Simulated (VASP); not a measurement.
# Ni (I4/mmm) in VASP: a series of runs

Ni is run at these levels: PBEsol; tasks: single point.

All numbers are computed with VASP 6.6.1; they aren't measurements. Logs are shortened: lines on timing, memory, paths and dates and some standing lists are left out, and cuts for length are marked.

## (1) The cell of the first run

The structure is tetragonal, space group I4/mmm (No. 139). Conventional cell: a = 2.400 Å, b = 2.400 Å, c = 3.253 Å, α = 90.00°, β = 90.00°, γ = 90.00°. Within 3.1 Å of Ni (site symmetry 4/mmm) lie 12 Ni at 2.35 to 2.40 Å.

## (2) Single point, PBEsol, collinear spin, ferromagnetic start (strain -0.040 along x and y, -0.080 along z)

INCAR

```
PREC     = Accurate       # precision mode
ENCUT    = 520            # plane-wave cutoff, eV
EDIFF    = 1E-6           # SCF threshold, eV
ISMEAR   = 0              # smearing method
SIGMA    = 0.15           # smearing width, eV
LREAL    = False          # projectors in reciprocal space
LASPH    = True           # aspherical terms in the spheres
NELM     = 150            # most SCF steps
ALGO     = Fast           # electronic algorithm
ISIF     = 2              # what is computed and relaxed
LWAVE    = False          # write WAVECAR
LCHARG   = True           # write CHGCAR
ISPIN    = 2              # spin polarisation
MAGMOM   = 0.81           # initial moments
LORBIT   = 11             # projections on sites
LMAXMIX  = 4              # l up to which the mixer works
GGA      = PS             # functional
LELF     = True           # ELF
LVHAR    = True         
NBANDS   = 15             # bands
```

KPOINTS

```
Automatic mesh
0
Gamma
  22 22 22
```

POSCAR

```
Ni
1.0
    0.0000000000      1.6972320000      1.6265140000
    1.6972320000      0.0000000000      1.6265140000
    1.6972320000      1.6972320000      0.0000000000
Ni
1
Direct
    0.0000000000      0.0000000000      0.0000000000
```

Potentials or basis: VASP PAW PBE potentials, release 64 (Ni).

Command:

```console
> cat potpaw_PBE.64/Ni/POTCAR > POTCAR
> mpirun -np 1 vasp_std > vasp.out
```

OUTCAR:

```text
PREC = Accurate
   ENCUT = 520
   EDIFF = 1E-6
   ISMEAR = 0
   LREAL = False
   LASPH = True
   NELM = 150
   ISIF = 2
   ISPIN = 2
   LORBIT = 11
   GGA = PS

 ion  position               nearest neighbor table
   1  0.000  0.000  0.000-

  LATTYP: Found a body centered tetragonal cell.
 ALAT       =     2.4002485129
 C/A-ratio  =     1.3552879973

  Lattice vectors:

 A1 = (   0.0000000000,  -1.6972320000,  -1.6265140000)
 A2 = (   0.0000000000,   1.6972320000,  -1.6265140000)
 A3 = (   1.6972320000,   0.0000000000,   1.6265140000)

Analysis of symmetry for initial positions (statically):
=====================================================================
 Subroutine PRICEL returns:
 Original cell was already a primitive cell.

 Routine SETGRP: Setting up the symmetry group for a
 body centered tetragonal supercell.

 Subroutine GETGRP returns: Found 16 space group operations
 (whereof 16 operations were pure point group operations)
 out of a pool of 16 trial point group operations.

The static configuration has the point symmetry D_4h.

Analysis of symmetry for dynamics (positions and initial velocities):
=====================================================================
 Subroutine PRICEL returns:
 Original cell was already a primitive cell.

 Routine SETGRP: Setting up the symmetry group for a
 body centered tetragonal supercell.

 Subroutine GETGRP returns: Found 16 space group operations
 (whereof 16 operations were pure point group operations)
 out of a pool of 16 trial point group operations.

The dynamic configuration has the point symmetry D_4h.

Analysis of structural, dynamic, and magnetic symmetry:
=====================================================================
 Subroutine PRICEL returns:
 Original cell was already a primitive cell.

 Routine SETGRP: Setting up the symmetry group for a
 body centered tetragonal supercell.

 Subroutine GETGRP returns: Found 16 space group operations
 (whereof 16 operations were pure point group operations)
 out of a pool of 16 trial point group operations.

The overall configuration has the point symmetry D_4h.

 Subroutine INISYM returns: Found 16 space group operations
 (whereof 16 operations are pure point group operations),
 and found     1 'primitive' translations

----------------------------------------------------------------------------------------

                                     Primitive cell

  volume of cell :       9.3707

  direct lattice vectors                    reciprocal lattice vectors
     0.000000000  1.697232000  1.626514000    -0.294597321  0.294597321  0.307405900
     1.697232000  0.000000000  1.626514000     0.294597321 -0.294597321  0.307405900
     1.697232000  1.697232000  0.000000000     0.294597321  0.294597321 -0.307405900

  length of vectors
     2.350775245  2.350775245  2.400248513     0.517758197  0.517758197  0.517758197

  position of ions in fractional coordinates (direct lattice)
     0.000000000  0.000000000  0.000000000

  ion indices of the primitive-cell ions
   primitive index   ion index
                 1           1

----------------------------------------------------------------------------------------

 KPOINTS: Automatic mesh

Automatic generation of k-mesh.
 Grid dimensions read from file:
 generate k-points for:   22   22   22

 Generating k-lattice:

  Cartesian coordinates                     Fractional coordinates (reciprocal lattice)
    -0.013390787  0.013390787  0.013972995     0.045454545  0.000000000  0.000000000
     0.013390787 -0.013390787  0.013972995     0.000000000  0.045454545  0.000000000
     0.013390787  0.013390787 -0.013972995    -0.000000000 -0.000000000  0.045454545

  Length of vectors
     0.023534463  0.023534463  0.023534463

  Shift w.r.t. Gamma in fractional coordinates (k-lattice)
     0.000000000  0.000000000  0.000000000

 Subroutine IBZKPT returns following result:
 ===========================================

 Found    834 irreducible k-points:

 Following reciprocal coordinates:
            Coordinates               Weight
  0.000000  0.000000  0.000000      1.000000
  0.045455 -0.000000  0.000000      8.000000
  0.090909 -0.000000  0.000000      8.000000
  0.136364  0.000000  0.000000      8.000000
  0.181818  0.000000  0.000000      8.000000
  0.227273  0.000000  0.000000      8.000000
[... 16 lines left out ...]
  0.500000  0.045455  0.000000      8.000000
 -0.454545  0.045455  0.000000      8.000000
 [... further k-points ...]
   k-points           NKPTS =    834   k-points in BZ     NKDIM =    834   number of bands    NBANDS=     15
   number of dos      NEDOS =    301   number of ions     NIONS =      1
   total plane-waves  NPLWV =   5832
   dimension x,y,z NGX =    18 NGY =   18 NGZ =   18
   dimension x,y,z NGXF=    36 NGYF=   36 NGZF=   36
   ions per type =               1
   NGX,Y,Z   is equivalent  to a cutoff of  12.73, 12.73, 12.47 a.u.
[... 35 lines left out ...]
   LORBIT       =     11    0 simple, 1 ext, 2 COOP (PROOUT), +10 PAW based schemes
   GGA     = PS    functional components
   LHFCALC =     F    Hartree Fock is set to
   AEXX    =    0.0000 exact exchange contribution
   IVDW    =     0    specifies the selected vdW correction
   LEPSILON=     F    determine dielectric tensor
   LRPA    =     F    only Hartree local field effects (RPA)
 spin polarized calculation
 RMM-DIIS sequential band-by-band and
 Gauss-broadening in eV      SIGMA  =   0.15
  energy-cutoff  :      520.00
  volume of cell :        9.37
 maximum number of plane-waves:       267
 NGX is ok and might be reduce to    18
   NGX =  9   NGY =  9   NGZ =  9

 number of electron      10.0000006 magnetization       0.5767145

 Free energy of the ion-electron system (eV)
  ---------------------------------------------------
  ext. energy  EPLUGINS =         0.00000000
  ---------------------------------------------------
  free energy    TOTEN  =        -6.05345322 eV

  energy without entropy =       -6.03551647  energy(sigma->0) =       -6.04448485

 E-fermi :  11.4646     XC(G=0): -14.3460

 val. band max:       11.4617884397   @ k =  -0.4091   0.1364   0.2727
 cond. band min:      11.4651222422   @ k =   0.3636   0.0455   0.0909
 fundamental gap:      0.0033338025
 Fermi energy:        11.4645804272

 spin component 1

 k-point     1 :       0.0000    0.0000    0.0000
  band No.  band energies     occupation
      1       1.3195      1.00000
      2       8.5574      1.00000
      3       8.5574      1.00000
      4       8.8663      1.00000
      5       9.9171      1.00000
      6      10.2575      1.00000
      7      36.4574      0.00000
      8      41.1977      0.00000
      9      41.1977      0.00000
     10      41.9990      0.00000
     11      44.8077      0.00000
     12      45.1772      0.00000
     13      45.1772      0.00000
     14      47.4946      0.00000
     15      54.5215      0.00000
[... 397 lines left out ...]
 k-point    24 :      -0.4545    0.0455    0.0000
  band No.  band energies     occupation
      1       5.7812      1.00000
      2       8.5149      1.00000
      3       8.7730      1.00000
      4      10.1190      1.00000
      5      10.9634      1.00000
      6      11.5443      0.22610
      7      18.5810      0.00000
      8      34.5668      0.00000
      9      37.7108      0.00000
     10      38.2989      0.00000
     11      41.5275      0.00000
     12      43.3847      0.00000
     13      49.7494      0.00000
     14      60.6348      0.00000
     15      61.2560      0.00000

 [... further k-points ...]

 spin component 2

 k-point     1 :       0.0000    0.0000    0.0000
  band No.  band energies     occupation
      1       1.3210      1.00000
      2       9.2236      1.00000
      3       9.2236      1.00000
      4       9.5285      1.00000
      5      10.4863      1.00000
      6      10.8198      1.00000
      7      36.3737      0.00000
      8      41.1837      0.00000
      9      41.1837      0.00000
     10      42.0160      0.00000
     11      44.9181      0.00000
     12      45.3172      0.00000
     13      45.3172      0.00000
     14      47.4211      0.00000
     15      54.7514      0.00000
[... 397 lines left out ...]
 k-point    24 :      -0.4545    0.0455    0.0000
  band No.  band energies     occupation
      1       6.1629      1.00000
      2       9.0855      1.00000
      3       9.3189      1.00000
      4      10.3850      1.00000
      5      11.6613      0.03180
      6      11.9944      0.00000
      7      18.9654      0.00000
      8      34.5009      0.00000
      9      37.8114      0.00000
     10      38.3915      0.00000
     11      41.6193      0.00000
     12      43.4559      0.00000
     13      49.9447      0.00000
     14      61.3535      0.00000
     15      61.3589      0.00000

 [... further k-points ...]

------------------------ aborting loop because EDIFF is reached ----------------------------------------

  FORCE on cell =-STRESS in cart. coord.  units (eV):
  Direction    XX          YY          ZZ          XY          YZ          ZX
  --------------------------------------------------------------------------------------
  -------------------------------------------------------------------------------------
  Total        1.6316438      1.6316438      1.9922076      0.0000000     -0.0000000      0.0000000
  in kB      278.9752687    278.9752687    340.6237692      0.0000000     -0.0000000      0.0000000
  external PRESSURE =     299.5247689 kB  Pullay stress =       0.0000000 kB

 VOLUME and BASIS-vectors are now :
 -----------------------------------------------------------------------------
  energy-cutoff  :      520.00
  volume of cell :        9.37
      direct lattice vectors                 reciprocal lattice vectors
     0.000000000  1.697232000  1.626514000    -0.294597321  0.294597321  0.307405900
     1.697232000  0.000000000  1.626514000     0.294597321 -0.294597321  0.307405900
     1.697232000  1.697232000  0.000000000     0.294597321  0.294597321 -0.307405900

 POSITION                                       TOTAL-FORCE (eV/Angst)
 -----------------------------------------------------------------------------------
      0.00000      0.00000      0.00000         0.000000     -0.000000      0.000000
 -----------------------------------------------------------------------------------
    total drift:                                0.000000     -0.000000     -0.000000

  FREE ENERGIE OF THE ION-ELECTRON SYSTEM (eV)
  ---------------------------------------------------
  free  energy   TOTEN  =        -6.0534532243 eV

  energy  without entropy=       -6.0355164681  energy(sigma->0) =       -6.04448485

 total charge

# of ion       s       p       d       tot
------------------------------------------
    1        0.571   0.653   8.403   9.626

 magnetization (x)

# of ion       s       p       d       tot
------------------------------------------
    1       -0.006  -0.024   0.604   0.574
```

Wall time 6.4 min (1 thread of Intel Xeon 8259CL, shared host); peak memory 0.28 GiB.

Results:

| Quantity | Value |
| --- | --- |
| Free energy | -6.0535 eV |
| Pressure | 30.0 GPa |
| Net moment | 0.58 μB per cell |
| Site moments | Ni +0.57 μB |
| Valence electrons inside the program's atomic spheres | Ni 9.63 |

Stress tensor (GPa, compression positive):
```
27.90  0.00  0.00
 0.00 27.90  0.00
 0.00  0.00 34.06
```

Levels at points of the mesh, in eV from the Fermi level:
Spin up:
```
           k point  band 2  band 3  band 4  band 5  band 6  band 7  band 8  band 9
(0.00, 0.00, 0.00)   -2.91   -2.91   -2.60   -1.55   -1.21   24.99   29.73   29.73
(0.50, 0.00, 0.00)   -3.00   -2.64   -0.61   -0.58   -0.45    6.83   23.21   26.58
(0.50, 0.50, 0.00)   -5.08   -0.49   -0.31   -0.31    3.29   11.44   15.46   15.46
(0.50, 0.00, 0.50)   -5.01   -0.47   -0.43   -0.23    2.14   10.23   16.56   16.71
```
Spin down:
| k point | band 2 | band 3 | band 4 | band 5 | band 6 | band 7 | band 8 | band 9 |
| --- | --- | --- | --- | --- | --- | --- | --- | --- |
| (0.00, 0.00, 0.00) | -2.24 | -2.24 | -1.94 | -0.98 | -0.64 | 24.91 | 29.72 | 29.72 |
| (0.50, 0.00, 0.00) | -2.43 | -2.08 | -0.62 | 0.11 | 0.25 | 7.24 | 23.13 | 26.68 |
| (0.50, 0.50, 0.00) | -4.55 | 0.11 | 0.46 | 0.46 | 3.30 | 11.69 | 15.50 | 15.50 |
| (0.50, 0.00, 0.50) | -4.47 | 0.11 | 0.32 | 0.55 | 2.14 | 10.50 | 16.58 | 16.76 |

Caveat: the cell differs from its parent crystal (strain -0.040 along x and y, -0.080 along z); the stress differs along the axes, from 28 to 34 GPa; the PAW data sets were made with another functional, which shifts forces and pressure a little.

## (3) Single point, PBEsol, collinear spin, ferromagnetic start (strain +0.000 along x and y, +0.040 along z)

INCAR

```
  PREC = Accurate
  ENCUT = 520
  EDIFF = 1E-7
  ISMEAR = 0
  SIGMA = 0.15
  LREAL = False
  LASPH = True
  NELM = 150
  ALGO = Normal
  ISIF = 2
  LWAVE = False
  LCHARG = True
  ISPIN = 2
  MAGMOM = 0.81
  LORBIT = 11
  LMAXMIX = 4
  GGA = PS
  LELF = True
  LVHAR = True
  NBANDS = 15
```

KPOINTS is that of step 2.

POSCAR

```
Ni
1.0
    0.0000000000      1.7679500000      1.8386680000
    1.7679500000      0.0000000000      1.8386680000
    1.7679500000      1.7679500000      0.0000000000
Ni
1
Direct
    0.0000000000      0.0000000000      0.0000000000
```

Potentials or basis: VASP PAW PBE potentials, release 64 (Ni).

Command:

```console
> cat potpaw_PBE.64/Ni/POTCAR > POTCAR
> mpirun -np 1 vasp_std > vasp.out
```

It took 8.6 min on 1 thread of Intel Xeon 8259CL, shared host; peak memory 0.32 GiB.

The run converged. Its results:

| Quantity | Value |
| --- | --- |
| Free energy | -6.0723 eV |
| Pressure | -17.8 GPa |
| Net moment | 0.64 μB per cell |
| Site moments | Ni +0.66 μB |
| Valence electrons inside the program's atomic spheres | Ni 9.22 |

Stress tensor (GPa, compression positive):
```
-16.38   0.00   0.00
  0.00 -16.38   0.00
  0.00   0.00 -20.69
```

Levels at points of the mesh, in eV from the Fermi level:
Spin up:
```csv
k point,band 2,band 3,band 4,band 5,band 6,band 7,band 8,band 9
"(0.00, 0.00, 0.00)",-2.45,-2.22,-2.22,-1.34,-1.10,23.26,26.45,26.76
"(0.50, 0.00, 0.00)",-2.40,-2.16,-0.65,-0.57,-0.23,5.27,21.39,23.42
"(0.50, 0.50, 0.00)",-3.91,-0.54,-0.50,-0.50,1.81,8.04,14.91,14.91
"(0.50, 0.00, 0.50)",-3.92,-0.58,-0.56,-0.41,2.67,9.06,13.96,13.98
```
Spin down:
| k point | band 1 | band 2 | band 3 | band 4 | band 5 | band 6 | band 7 | band 8 | band 9 | band 10 |
| --- | --- | --- | --- | --- | --- | --- | --- | --- | --- | --- |
| (0.00, 0.00, 0.00) | -8.69 | -1.71 | -1.48 | -1.48 | -0.71 | -0.47 | 23.14 | 26.43 | 26.78 | 26.78 |
| (0.50, 0.00, 0.00) | -4.13 | -1.76 | -1.52 | -0.27 | 0.11 | 0.20 | 5.69 | 21.31 | 23.48 | 24.42 |
| (0.50, 0.50, 0.00) | -4.01 | -3.29 | 0.11 | 0.34 | 0.34 | 1.78 | 8.32 | 14.93 | 14.93 | 19.74 |
| (0.50, 0.00, 0.50) | -3.95 | -3.32 | 0.08 | 0.28 | 0.45 | 2.65 | 9.32 | 13.99 | 14.00 | 18.95 |

Caveat: the cell differs from its parent crystal (strain +0.000 along x and y, +0.040 along z); the cell stands under tension; the PAW data sets were made with another functional, which shifts forces and pressure a little.

## (4) Single point, PBEsol, collinear spin, ferromagnetic start (strain +0.080 along x and y, +0.040 along z)

INCAR

```
SYSTEM = Ni
  ALGO = Normal
  EDIFF = 1E-7
  ENCUT = 520
  GGA = PS
  ISIF = 2
  ISMEAR = 0
  ISPIN = 2
  LASPH = .True.
  LCHARG = .False.
  LMAXMIX = 4
  LORBIT = 11
  LREAL = .False.
  LWAVE = .False.
  MAGMOM = 0.81
  NBANDS = 15
  NELM = 150
  PREC = Accurate
  SIGMA = 0.15
```

KPOINTS

```
k-points
0
Gamma
  22 22 22
  0 0 0
```

POSCAR

```
Ni
1.0
    0.0000000000      1.9093860000      1.8386680000
    1.9093860000      0.0000000000      1.8386680000
    1.9093860000      1.9093860000      0.0000000000
Ni
1
Direct
    0.0000000000      0.0000000000      0.0000000000
```

Command:

```console
> cat potpaw_PBE.64/Ni/POTCAR > POTCAR
> mpirun -np 1 vasp_std > vasp.out
```

It took 9.1 min on 1 thread of Intel Xeon 8259CL, shared host; peak memory 0.34 GiB.

It converged, with:

```
Free energy                                           : -5.7674 eV
Pressure                                              : -30.8 GPa
Net moment                                            : 0.68 μB per cell
Site moments                                          : Ni +0.71 μB
Valence electrons inside the program's atomic spheres : Ni 9.01
```

Stress tensor (GPa, compression positive):
```
-31.51   0.00   0.00
  0.00 -31.51   0.00
  0.00   0.00 -29.33
```

Levels at points of the mesh, in eV from the Fermi level:
Spin up:
```tsv
k point	band 1	band 2	band 3	band 4	band 5	band 6	band 7	band 8	band 9	band 10
(0.00, 0.00, 0.00)	-7.70	-2.06	-2.06	-1.90	-1.23	-1.04	21.93	24.14	24.14	24.26
(0.50, 0.00, 0.00)	-3.87	-2.07	-1.88	-0.70	-0.63	0.04	4.30	20.19	20.61	22.10
(0.50, 0.50, 0.00)	-3.57	-3.30	-0.63	-0.58	-0.58	2.82	8.09	12.40	12.40	16.81
(0.50, 0.00, 0.50)	-3.62	-3.27	-0.64	-0.61	-0.54	2.07	7.16	13.20	13.27	17.51
```
Spin down:
```
           k point  band 1  band 2  band 3  band 4  band 5  band 6  band 7  band 8
(0.00, 0.00, 0.00)   -7.73   -1.27   -1.27   -1.11   -0.56   -0.38   21.77   24.15
(0.50, 0.00, 0.00)   -3.41   -1.39   -1.20   -0.02    0.09    0.17    4.73   20.08
(0.50, 0.50, 0.00)   -3.15   -2.64    0.07    0.31    0.31    2.78    8.33   12.41
(0.50, 0.00, 0.50)   -3.20   -2.61    0.07    0.23    0.35    2.02    7.42   13.21
```

Caveat: the cell differs from its parent crystal (strain +0.080 along x and y, +0.040 along z); the cell stands under tension; the PAW data sets were made with another functional, which shifts forces and pressure a little.

## (5) Summary

| cell | gap on the mesh (eV) | pressure (GPa) | moment (μB) |
| --- | --- | --- | --- |
| a = 2.351, b = 2.351, c = 2.400 Å, angles 59.3, 59.3, 61.4°, 1 atom | none | 30.0 | 0.58 |
| a = 2.551, b = 2.551, c = 2.500 Å, angles 60.7, 60.7, 58.7°, 1 atom | none | -17.8 | 0.64 |
| a = 2.651, b = 2.651, c = 2.700 Å, angles 59.4, 59.4, 61.2°, 1 atom | none | -30.8 | 0.68 |

Alike in all rows: task single point; level PBEsol; potentials or basis VASP PAW PBE potentials, release 64 (Ni); spin collinear, ferromagnetic start; k mesh 22 × 22 × 22; cutoff (eV) 520; smearing gaussian 0.15 eV.

Caveats: the PAW data sets were made with another functional, which shifts forces and pressure a little; the cell stands under tension (at least some runs); the stress differs along the axes, from 28 to 34 GPa (at least some runs).

Absolute energies hang on the potentials; compare differences alone.
